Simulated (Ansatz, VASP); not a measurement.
CaZn2In2 in VASP and in Ansatz

INCAR

```
  ALGO = Normal
  EDIFF = 1E-6
  ENCUT = 520
  GGA = PS
  ISIF = 2
  ISMEAR = 0
  LASPH = True
  LCHARG = False
  LREAL = False
  LWAVE = False
  NBANDS = 38
  NELM = 80
  PREC = Accurate
  SIGMA = 0.1268
```

Contents of KPOINTS:

```
k-points
0
Gamma
  9 9 5
```

The input POSCAR:

```
CaZn2In2
1.0
    4.2822060000      0.0000000000      0.0000000000
   -2.1411030000      3.7085010000      0.0000000000
    0.0000000000      0.0000000000      7.2124610000
In Ca Zn
2 1 2
Direct
    0.3333000000      0.6667000000      0.2583000000
    0.6667000000      0.3333000000      0.7417000000
    0.0000000000      0.0000000000      0.0000000000
    0.3333000000      0.6667000000      0.6303000000
    0.6667000000      0.3333000000      0.3697000000
```

Input for Ansatz:

```yaml
crystal:
  lattice:
    - [4.282206, 0.0, 0.0]
    - [-2.141103, 3.708501, 0.0]
    - [0.0, 0.0, 7.212461]
  atoms:
    - { symbol: In, position: [0.3333, 0.6667, 0.2583] }
    - { symbol: In, position: [0.6667, 0.3333, 0.7417] }
    - { symbol: Ca, position: [0.0, 0.0, 0.0] }
    - { symbol: Zn, position: [0.3333, 0.6667, 0.6303] }
    - { symbol: Zn, position: [0.6667, 0.3333, 0.3697] }
  symmetry: { tolerance: 0.0003 }
kpoints:
  mp_grid: { grid: [9, 9, 5], shift: [0, 0, 0] }
  band_path:
    path:
      - [0.0, 0.0, 0.0]
      - [0.5, 1.2e-07, 0.0]
      - [0.33333333, 0.33333346, 0.0]
      - [0.0, 0.0, 0.0]
      - [0.0, 0.0, 0.5]
      - [0.5, 1.2e-07, 0.5]
      - [0.33333333, 0.33333346, 0.5]
      - [0.0, 0.0, 0.5]
      - [0.5, 1.2e-07, 0.5]
      - [0.5, 1.2e-07, 0.0]
      - [0.33333333, 0.33333346, 0.5]
    npoints: 6
magnetization:
  spin_polarized: false
scf:
  occupations: { method: gaussian, width: 0.1268 }
  lower_state_search: "off"
  max_iter: 200
hamiltonian:
  pseudopotentials: { kind: paw }
  xc: pbesol
basis:
  ecutwfc: 420
  fft_grid_basis: typed
output:
  forces: true
  stress: true
  eigenvalues: true
  bader: true
  populations: true
  elf: true
  write_potential: true
  volumetric_format: npy
  dos:
    e_range: [-12, 8]
    de: 0.05
    projected: { site_lists: { Ca: [Ca], In: [In], Zn: [Zn] } }
checkpoint:
  read: saved_state
```

Alike in both runs: task single point; functional PBEsol; k mesh 9 × 9 × 5; occupations gaussian, width 0.1268 eV; no spin polarisation.

```csv
,VASP,Ansatz
version,VASP 6.6.1,Ansatz 0.2.0
potentials or method,"VASP PAW PBE potentials, release 64 (In_d, Ca_sv, Zn), cutoff 520 eV",PAW plane waves
valence electrons in the cell,60,60
```

|  | VASP | Ansatz | Ansatz less VASP |
| --- | --- | --- | --- |
| pressure (GPa) | 4.4 | 4.3 | -0.16 |
| traceless stress, the component that is largest in VASP (GPa) | -1.75 | -1.75 | +0.001 |
| rms of the force components (eV/Å) | 0.087 | 0.089 | +0.0019 |

VASP's potentials were made for PBE, not for PBEsol. Atom by atom the forces differ by 0.003 eV/Å (rms over components). Ansatz's warnings: structure snapped to symmetry.
